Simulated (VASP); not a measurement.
# Al3C in VASP: further runs

Runs on Al3C. Level: r2SCAN. Tasks: single point.

All numbers are computed with VASP 6.6.1; they aren't measurements. Logs are shortened: lines on timing, memory, paths and dates and some standing lists are left out, and cuts for length are marked.

### 1 The cell of the first run

The cell holds a slab with vacuum, 4 atoms: a = 2.823 Å, b = 2.823 Å, c = 19.601 Å, α = 90.00°, β = 90.00°, γ = 90.00°.

### 2 Single point, r2SCAN

Input file POSCAR:

```
Al3C
1.0
    2.8227735243      0.0000000000      0.0000000000
    0.0000000000      2.8227735243      0.0000000000
    0.0000000000      0.0000000000     19.6006972839
Al C
3 1
Direct
    0.5000000000      0.5000000000      0.2040743726
    0.0000000000      0.0000000000      0.3086652018
    0.5000000000      0.5000000000      0.4132861789
    0.8333333333      0.8333333333      0.4784050087
```

Input file INCAR.step1:

```
SYSTEM = Al3C
PREC = Accurate
ENCUT = 520
ISMEAR = 0
SIGMA = 0.1
LREAL = .FALSE.
LASPH = .TRUE.
NELM = 80
LDIPOL = .TRUE.
IDIPOL = 3
DIPOL = 0.5 0.5 0.351
NBANDS = 14
GGA = PE
ALGO = Normal
EDIFF = 1E-4
LWAVE = .TRUE.
LCHARG = .FALSE.
```

Input file INCAR.step2:

```
SYSTEM = Al3C
PREC = Accurate
ENCUT = 520
EDIFF = 1E-6
ISMEAR = 0
SIGMA = 0.1
LREAL = .FALSE.
LASPH = .TRUE.
NELM = 80
ALGO = Normal
ISIF = 2
LWAVE = .FALSE.
LCHARG = .FALSE.
LDIPOL = .TRUE.
IDIPOL = 3
DIPOL = 0.5 0.5 0.351
METAGGA = R2SCAN
LMIXTAU = .TRUE.
NBANDS = 14
ISTART = 1
```

Input file KPOINTS:

```
regular mesh
0
G
  9 9 1
  0 0 0
```

Potentials or basis: VASP PAW PBE potentials, release 64 (Al, C).

Launch:

```bash
$ cat potpaw_PBE.64/Al/POTCAR potpaw_PBE.64/C/POTCAR > POTCAR
$ cp INCAR.step1 INCAR
$ mpirun -np 1 vasp_std > vasp.out
$ cp INCAR.step2 INCAR
$ mpirun -np 1 vasp_std > vasp.out
```

OUTCAR:

```text
SYSTEM = Al3C
   PREC = Accurate
   ENCUT = 520
   EDIFF = 1E-6
   ISMEAR = 0
   LREAL = .FALSE.
   LASPH = .TRUE.
   NELM = 80
   ISIF = 2
   METAGGA = R2SCAN
   ISTART = 1

 ion  position               nearest neighbor table
   1  0.500  0.500  0.204-   2 2.86   2 2.86   2 2.86   2 2.86
   2  0.000  0.000  0.309-   1 2.86   1 2.86   1 2.86   1 2.86   3 2.86   3 2.86   3 2.86   3 2.86

   3  0.500  0.500  0.413-   4 1.84   4 2.46   4 2.46   2 2.86   2 2.86   2 2.86   2 2.86
   4  0.833  0.833  0.478-   3 1.84   3 2.46   3 2.46

  LATTYP: Found a simple tetragonal cell.
 ALAT       =     2.8227735243
 C/A-ratio  =     6.9437725397

  Lattice vectors:

 A1 = (   2.8227735243,   0.0000000000,   0.0000000000)
 A2 = (   0.0000000000,   2.8227735243,   0.0000000000)
 A3 = (   0.0000000000,   0.0000000000,  19.6006972839)

Analysis of symmetry for initial positions (statically):
=====================================================================
 Subroutine PRICEL returns:
 Original cell was already a primitive cell.

 Routine SETGRP: Setting up the symmetry group for a
 simple tetragonal supercell.

 Subroutine GETGRP returns: Found  2 space group operations
 (whereof  2 operations were pure point group operations)
 out of a pool of 16 trial point group operations.

The static configuration has the point symmetry C_1h.

Analysis of symmetry for dynamics (positions and initial velocities):
=====================================================================
 Subroutine PRICEL returns:
 Original cell was already a primitive cell.

 Routine SETGRP: Setting up the symmetry group for a
 simple tetragonal supercell.

 Subroutine GETGRP returns: Found  2 space group operations
 (whereof  2 operations were pure point group operations)
 out of a pool of 16 trial point group operations.

The dynamic configuration has the point symmetry C_1h.

 Subroutine INISYM returns: Found  2 space group operations
 (whereof  2 operations are pure point group operations),
 and found     1 'primitive' translations

----------------------------------------------------------------------------------------

                                     Primitive cell

  volume of cell :     156.1793

  direct lattice vectors                    reciprocal lattice vectors
     2.822773524  0.000000000  0.000000000     0.354261506  0.000000000  0.000000000
     0.000000000  2.822773524  0.000000000     0.000000000  0.354261506  0.000000000
     0.000000000  0.000000000 19.600697284     0.000000000  0.000000000  0.051018593

  length of vectors
     2.822773524  2.822773524 19.600697284     0.354261506  0.354261506  0.051018593

  position of ions in fractional coordinates (direct lattice)
     0.500000000  0.500000000  0.204074373
     0.000000000  0.000000000  0.308665202
     0.500000000  0.500000000  0.413286179
     0.833333333  0.833333333  0.478405009

  ion indices of the primitive-cell ions
   primitive index   ion index
                 1           1
                 2           2
                 3           3
                 4           4

----------------------------------------------------------------------------------------

 KPOINTS: regular mesh

Automatic generation of k-mesh.
 Grid dimensions read from file:
 generate k-points for:    9    9    1

 Generating k-lattice:

  Cartesian coordinates                     Fractional coordinates (reciprocal lattice)
     0.039362390  0.000000000  0.000000000     0.111111111  0.000000000  0.000000000
     0.000000000  0.039362390  0.000000000     0.000000000  0.111111111  0.000000000
     0.000000000  0.000000000  0.051018593     0.000000000  0.000000000  1.000000000

  Length of vectors
     0.039362390  0.039362390  0.051018593

  Shift w.r.t. Gamma in fractional coordinates (k-lattice)
     0.000000000  0.000000000  0.000000000

 Subroutine IBZKPT returns following result:
 ===========================================

 Found     25 irreducible k-points:

 Following reciprocal coordinates:
            Coordinates               Weight
  0.000000  0.000000  0.000000      1.000000
  0.111111  0.000000  0.000000      4.000000
  0.222222  0.000000  0.000000      4.000000
  0.333333  0.000000  0.000000      4.000000
  0.444444  0.000000  0.000000      4.000000
  0.111111  0.111111  0.000000      2.000000
[... 16 lines left out ...]
 -0.333333  0.444444  0.000000      4.000000
  0.444444  0.444444  0.000000      2.000000
   k-points           NKPTS =     25   k-points in BZ     NKDIM =     25   number of bands    NBANDS=     14
   number of dos      NEDOS =    301   number of ions     NIONS =      4
   total plane-waves  NPLWV =  86400
   dimension x,y,z NGX =    24 NGY =   24 NGZ =  150
   dimension x,y,z NGXF=    48 NGYF=   48 NGZF=  300
   ions per type =               3   1
   NGX,Y,Z   is equivalent  to a cutoff of  14.13, 14.13, 12.72 a.u.
   NGXF,Y,Z  is equivalent  to a cutoff of  28.27, 28.27, 25.44 a.u.
 SYSTEM =  Al3C
   PREC   = accura    normal or accurate (medium, high low for compatibility)
   ISTART =      1    job   : 0-new  1-cont  2-samecut
   ICHARG =      0    charge: 1-file 2-atom 10-const
   ISPIN  =      1    spin polarized calculation?
   LNONCOLLINEAR =      F non collinear calculations
   LSORBIT =      F    spin-orbit coupling
   LASPH  =      T    aspherical Exc in radial PAW
   ENCUT  =  520.0 eV  38.22 Ry    6.18 a.u.   5.25  5.25 36.44*2*pi/ulx,y,z
   NELM   =     80;   NELMIN=  2; NELMDL=  0     # of ELM steps
   EDIFF  = 0.1E-05   stopping-criterion for ELM
   LREAL  =      F    real-space projection
   EDIFFG = 0.1E-04   stopping-criterion for IOM
   NSW    =      0    number of steps for IOM
   IBRION =     -1    ionic relax: 0-MD 1-quasi-New 2-CG
   NFREE  =      0    steps in history (QN), initial steepest desc. (CG)
   ISIF   =      2    stress and relaxation
   ISYM   =      2    0-nonsym 1-usesym 2-fastsym
   POTIM  = 0.5000    time-step for ionic-motion
   TEBEG  =    0.0;   TEEND  =   0.0 temperature during run
   PSTRESS=    0.0 pullay stress
   NELECT =      13.0000    total number of electrons
   NUPDOWN=      -1.0000    fix difference up-down
   EMIN   =  10.00;   EMAX   =-10.00  energy-range for DOS
   EFERMI =   0.00;   METHOD = LEGACY
   ISMEAR =     0;   SIGMA  =   0.10  broadening in eV -4-tet -1-fermi 0-gaus
   EFERMI_NEDOS =   21; number of points for ismear=-14 and -15
   IALGO  =     38    algorithm
   IMIX   =      4    mixing-type and parameters
     AMIX     =   0.40;   BMIX     =  1.00
     AMIX_MAG =   1.60;   BMIX_MAG =  1.00
  volume/ion in A,a.u.               =      39.04       263.49
  Fermi-wavevector in a.u.,A,eV,Ry     =   0.714795  1.350766  6.951648  0.510932
  Thomas-Fermi vector in A             =   1.802788
   LORBIT       =      0    0 simple, 1 ext, 2 COOP (PROOUT), +10 PAW based schemes
   METAGGA = R2SCAN    functional components
   LHFCALC =     F    Hartree Fock is set to
   AEXX    =    0.0000 exact exchange contribution
   IVDW    =     0    specifies the selected vdW correction
   LEPSILON=     F    determine dielectric tensor
   LRPA    =     F    only Hartree local field effects (RPA)
 non-spin polarized calculation
 Gauss-broadening in eV      SIGMA  =   0.10
  energy-cutoff  :      520.00
  volume of cell :      156.18
 maximum number of plane-waves:      4249
 NGX is ok and might be reduce to    24
   NGX = 11   NGY = 11   NGZ = 73

 number of electron      13.0000000 magnetization

 dipolmoment           0.000000      0.000000      0.122063 electrons x Angstroem

 Free energy of the ion-electron system (eV)
  ---------------------------------------------------
  ext. energy  EPLUGINS =         0.00000000
  ---------------------------------------------------
  free energy    TOTEN  =       -25.01505225 eV

  energy without entropy =      -25.00631130  energy(sigma->0) =      -25.01068177

 E-fermi :  -0.8755     XC(G=0):  -4.8617

 val. band max:       -0.9361485268   @ k =   0.3333   0.0000   0.0000
 cond. band min:      -0.8208099492   @ k =  -0.1111   0.3333   0.0000
 fundamental gap:      0.1153385776
 Fermi energy:        -0.8755109076

 k-point     1 :       0.0000    0.0000    0.0000
  band No.  band energies     occupation
      1     -13.8751      2.00000
      2     -11.6454      2.00000
      3      -8.7384      2.00000
      4      -5.0163      2.00000
      5      -2.1806      2.00000
      6       0.5178      0.00000
      7       0.8732      0.00000
      8       1.7695      0.00000
      9       3.7017      0.00000
     10       5.0737      0.00000
     11       5.6206      0.00000
     12       6.0049      0.00000
     13       6.1363      0.00000
     14       6.3108      0.00000

 k-point     2 :       0.1111    0.0000    0.0000
  band No.  band energies     occupation
      1     -13.6853      2.00000
      2     -11.4143      2.00000
      3      -8.5169      2.00000
      4      -4.8032      2.00000
      5      -2.0288      2.00000
      6      -0.4314      0.00000
      7       0.8394      0.00000
      8       1.8896      0.00000
      9       2.8700      0.00000
     10       3.9486      0.00000
     11       5.2202      0.00000
     12       5.6054      0.00000
     13       6.2584      0.00000
     14       6.5370      0.00000
[... 343 lines left out ...]
      1     -10.3337      2.00000
      2      -6.1182      2.00000
      3      -4.8416      2.00000
      4      -3.8625      2.00000
      5      -3.1290      2.00000
      6      -2.4202      2.00000
      7      -1.4452      2.00000
      8      -0.2510      0.00000
      9       0.6617      0.00000
     10       1.4296      0.00000
     11       2.3460      0.00000
     12       3.0491      0.00000
     13       3.3689      0.00000
     14       4.7105      0.00000

 k-point    24 :       0.4444    0.4444    0.0000
  band No.  band energies     occupation
      1      -9.7860      2.00000
      2      -4.6133      2.00000
      3      -4.3315      2.00000
      4      -3.6526      2.00000
      5      -2.6978      2.00000
      6      -1.9332      2.00000
      7      -1.5370      2.00000
      8      -0.2947      0.00000
      9       0.0480      0.00000
     10       0.2277      0.00000
     11       1.2727      0.00000
     12       2.7497      0.00000
     13       2.9011      0.00000
     14       3.9186      0.00000

 [... further k-points ...]

------------------------ aborting loop because EDIFF is reached ----------------------------------------

 vacuum level on the upper side and lower side of the slab       (xc-potential included)         1.335        -1.367

  FORCE on cell =-STRESS in cart. coord.  units (eV):
  Direction    XX          YY          ZZ          XY          YZ          ZX
  --------------------------------------------------------------------------------------
  -------------------------------------------------------------------------------------
  Total       -2.4150458     -2.4150458      0.5142290      2.1717916      2.1252119      2.1252155
  in kB      -24.7749262    -24.7749262      5.2752559     22.2794846     21.8016437     21.8016798
  external PRESSURE =     -14.7581988 kB  Pullay stress =       0.0000000 kB

 VOLUME and BASIS-vectors are now :
 -----------------------------------------------------------------------------
  energy-cutoff  :      520.00
  volume of cell :      156.18
      direct lattice vectors                 reciprocal lattice vectors
     2.822773524  0.000000000  0.000000000     0.354261506  0.000000000  0.000000000
     0.000000000  2.822773524  0.000000000     0.000000000  0.354261506  0.000000000
     0.000000000  0.000000000 19.600697284     0.000000000  0.000000000  0.051018593

 POSITION                                       TOTAL-FORCE (eV/Angst)
 -----------------------------------------------------------------------------------
      1.41139      1.41139      4.00000         0.006761      0.006761     -0.123064
      0.00000      0.00000      6.05005         0.021840      0.021840      0.006353
      1.41139      1.41139      8.10070        -1.750577     -1.750577      0.101270
      2.35231      2.35231      9.37707         1.721976      1.721976      0.015441
 -----------------------------------------------------------------------------------
    total drift:                               -0.000129     -0.000129      0.000061

  FREE ENERGIE OF THE ION-ELECTRON SYSTEM (eV)
  ---------------------------------------------------
  free  energy   TOTEN  =       -25.0150522535 eV

  energy  without entropy=      -25.0063112952  energy(sigma->0) =      -25.01068177

 vacuum level on the upper side and lower side of the slab         6.247         3.476
```

Run time: 2.4 min. Hardware: 1 thread of Intel Xeon 6975P-C (Granite Rapids), shared host; peak memory 0.32 GiB.

Results:

| Item | Value |
| --- | --- |
| Free energy | -25.0151 eV |
| Largest force | 2.478 eV/Å |

Forces in eV/Å, atoms in the order of the input:
```
Al   0.007  0.007 -0.123
Al   0.022  0.022  0.006
Al  -1.751 -1.751  0.101
C    1.722  1.722  0.015
```

Caveat: the PAW data sets were made with another functional, which shifts forces and pressure a little.

[end of part 1 of 2]
